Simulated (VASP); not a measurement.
A run of VASP 6.6.1 is set up as follows.

INCAR

```
PREC = Accurate ; ENCUT = 520
EDIFF = 1E-7 ; ISMEAR = -1
SIGMA = 0.02 ; LREAL = False
LASPH = True ; NELM = 80
ALGO = Normal ; ISIF = 2
LWAVE = False ; LCHARG = False
GGA = PE ; NBANDS = 16
```

The input KPOINTS:

```
Automatic mesh
0
Gamma
  6 6 6
```

POSCAR

```
CdSe
1.0
    0.0000000000      2.9252481927      2.9252481927
    2.9252481927      0.0000000000      2.9252481927
    2.9252481927      2.9252481927      0.0000000000
Cd Se
1 1
Direct
    0.0000000000      0.0000000000      0.0000000000
    0.5000000000      0.5000000000      0.5000000000
```

Potentials or basis: VASP PAW PBE potentials, release 64 (Cd, Se).

The run is started by

```bash
$ cat potpaw_PBE.64/Cd/POTCAR potpaw_PBE.64/Se/POTCAR > POTCAR
$ mpirun -np 1 vasp_std > vasp.out
```

**Question.** Estimate the band gap on the k mesh.

**Answer.** Zero (band 9 reaches 1.77 eV, above the bottom of band 10 at 1.37 eV).

**Question.** Estimate the pressure.

**Answer.** -2.7 GPa.
